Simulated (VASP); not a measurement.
## C: single point with PBE

Crystal: C.

```
C
1.0
     2.60880    0.00000    0.00000
    -1.30440    2.25929    0.00000
     0.00000    0.00000   12.58450
C
12
Direct
  0.00000 0.00000 0.18686
  0.00000 0.00000 0.68686
  0.00000 0.00000 0.31314
  0.00000 0.00000 0.81314
  0.33333 0.66667 0.52077
  0.66667 0.33333 0.02077
  0.33333 0.66667 0.97923
  0.66667 0.33333 0.47923
  0.33333 0.66667 0.64510
  0.66667 0.33333 0.14510
  0.33333 0.66667 0.85490
  0.66667 0.33333 0.35490
```

```json
{"Program": "VASP 6.6.1", "Task": "single point", "Functional": "PBE", "Potentials or basis": "VASP PAW PBE potentials, release 64 (C)", "Cutoff": "520 eV", "k mesh": "12 × 12 × 2", "Occupations": "gaussian, width 0.05 eV", "Spin": "no spin polarisation"}
```

The pressure is -29.6 GPa and the largest force is 0.043 eV/Å. The band gap on the k mesh is 4.08 eV, indirect (least direct gap 4.95 eV).

Forces in eV/Å, atoms in the order of the input:
```
C    0.000  0.000 -0.043
C    0.000  0.000 -0.043
C    0.000  0.000  0.043
C    0.000  0.000  0.043
C    0.000  0.000 -0.007
C    0.000  0.000 -0.007
C    0.000  0.000  0.007
C    0.000  0.000  0.007
C    0.000  0.000 -0.024
C    0.000  0.000 -0.024
C    0.000  0.000  0.024
C    0.000  0.000  0.024
```

Stress tensor (GPa, compression positive):
```
-36.75   0.00   0.00
  0.00 -36.75   0.00
  0.00   0.00 -15.43
```

Levels at points of the mesh, in eV from the valence-band top:
```
           k point  band 22  band 23  band 24  band 25  band 26  band 27
(0.00, 0.00, 0.00)    -0.16     0.00     0.00     4.95     4.95     5.71
(0.50, 0.00, 0.00)    -3.71    -3.32    -2.60     4.14     4.75     4.85
(0.00, 0.00, 0.50)    -0.32    -0.32    -0.32     5.34     5.34     5.34
(0.50, 0.00, 0.50)    -3.46    -2.94    -2.94     4.31     4.31     5.58
```

It took 88 s on 1 thread of Intel(R) Xeon(R) 6975P-C (Granite Rapids), with other jobs on the host, peak memory 0.21 GiB.

A k mesh can miss the band edges. PBE gaps usually lie below the measured ones, often by a third to a half.
